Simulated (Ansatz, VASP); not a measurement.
# Al: VASP beside Ansatz

Contents of INCAR:

```
SYSTEM = Al
PREC = Accurate
ENCUT = 520
EDIFF = 1E-6
ISMEAR = 0
SIGMA = 0.1
LREAL = .False.
LASPH = .True.
NELM = 100
ALGO = Normal
ISIF = 2
LWAVE = .False.
LCHARG = .False.
GGA = PE
NBANDS = 8
```

KPOINTS

```
regular mesh
0
Gamma
  12 12 12
  0 0 0
```

File POSCAR:

```
Al
1.0
    0.0000000000      2.0248050000      2.0248050000
    2.0248050000      0.0000000000      2.0248050000
    2.0248050000      2.0248050000      0.0000000000
Al
1
Direct
    0.0000000000      0.0000000000      0.0000000000
```

Input for Ansatz:

```yaml
crystal:
  lattice:
    - [0.0, 2.024805, 2.024805]
    - [2.024805, 0.0, 2.024805]
    - [2.024805, 2.024805, 0.0]
  atoms:
    - { symbol: Al, position: [0.0, 0.0, 0.0] }
basis:
  ecutwfc: 420
kpoints:
  mp_grid: { grid: [12, 12, 12] }
hamiltonian:
  xc: pbe
scf:
  occupations: { method: gaussian, width: 0.1 }
output:
  forces: true
  stress: true
  eigenvalues: true
```

Alike in both runs: task single point; functional PBE; k mesh 12 × 12 × 12; occupations gaussian, width 0.1 eV; no spin polarisation.

```csv
,VASP,Ansatz
version,VASP 6.6.1,Ansatz 0.2.0
potentials or method,"VASP PAW PBE potentials, release 64 (Al), cutoff 520 eV","scalar-relativistic, plane waves, PAW"
valence electrons in the cell,3,3
```

|  | VASP | Ansatz | Ansatz less VASP |
| --- | --- | --- | --- |
| gap on the k mesh at the Fermi level (eV) | none | none | - |
| pressure (GPa) | -0.4 | -0.3 | +0.04 |

A gap of «none» marks a metal or a gap that the smearing closes.
